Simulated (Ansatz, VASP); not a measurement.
# Two plane-wave programs on SnO

File INCAR:

```
SYSTEM = SnO
PREC = Accurate ; ENCUT = 520
EDIFF = 1E-6 ; ISMEAR = -1
SIGMA = 0.05 ; LREAL = .False.
LASPH = .True. ; NELM = 60
ALGO = Normal ; ISIF = 2
LWAVE = .False. ; LCHARG = .True.
GGA = PE ; LELF = .True.
LVHAR = .True. ; NBANDS = 28
```

KPOINTS

```
regular mesh
0
Gamma
  6 6 4
  0 0 0
```

File POSCAR:

```
SnO
1.0
    3.7645300033      0.0000000000      0.0000000000
    0.0000000000      3.7645300033      0.0000000000
    0.0000000000      0.0000000000      4.7973824145
Sn O
2 2
Direct
    0.5000000000      0.0000000000      0.2369000000
    0.0000000000      0.5000000000      0.7631000000
    0.0000000000      0.0000000000      0.0000000000
    0.5000000000      0.5000000000      0.0000000000
```

Input for Ansatz:

```yaml
crystal:
  lattice:
    - [3.764530003279877, 0.0, 0.0]
    - [0.0, 3.764530003279877, 0.0]
    - [0.0, 0.0, 4.79738241454147]
  atoms:
    - { symbol: Sn, position: [0.5, 0.0, 0.2369] }
    - { symbol: Sn, position: [0.0, 0.5, 0.7631] }
    - { symbol: O, position: [0.0, 0.0, 0.0] }
    - { symbol: O, position: [0.5, 0.5, 0.0] }
basis:
  ecutwfc: 510.0
kpoints:
  mp_grid:
    grid: [6, 6, 4]
hamiltonian:
  xc: pbe
scf:
  convergence:
    dr2_threshold: 1.0e-09
  occupations:
    method: fermi_dirac
    width: 0.05
output:
  stress: true
```

Alike in both runs: task single point; functional PBE; k mesh 6 × 6 × 4; occupations fermi-dirac, width 0.05 eV; no spin polarisation.

|  | VASP | Ansatz |
| --- | --- | --- |
| version | VASP 6.6.1 | Ansatz 0.2.0 |
| potentials or method | VASP PAW PBE potentials, release 64 (Sn_d, O), cutoff 520 eV | plane waves, PAW |
| valence electrons in the cell | 40 | 40 |

Ansatz gave:

- pressure (GPa): 7.7
- traceless stress, the component that is largest in VASP (GPa): -1.14

**Question.** Which values does VASP return?

**Answer.** Pressure (GPa): 8.0; traceless stress, the component that is largest in VASP (GPa): -1.14.

With one functional, cell and mesh, what is left measures potentials, basis and numerics. Ansatz's warnings: stress scf threshold loose.
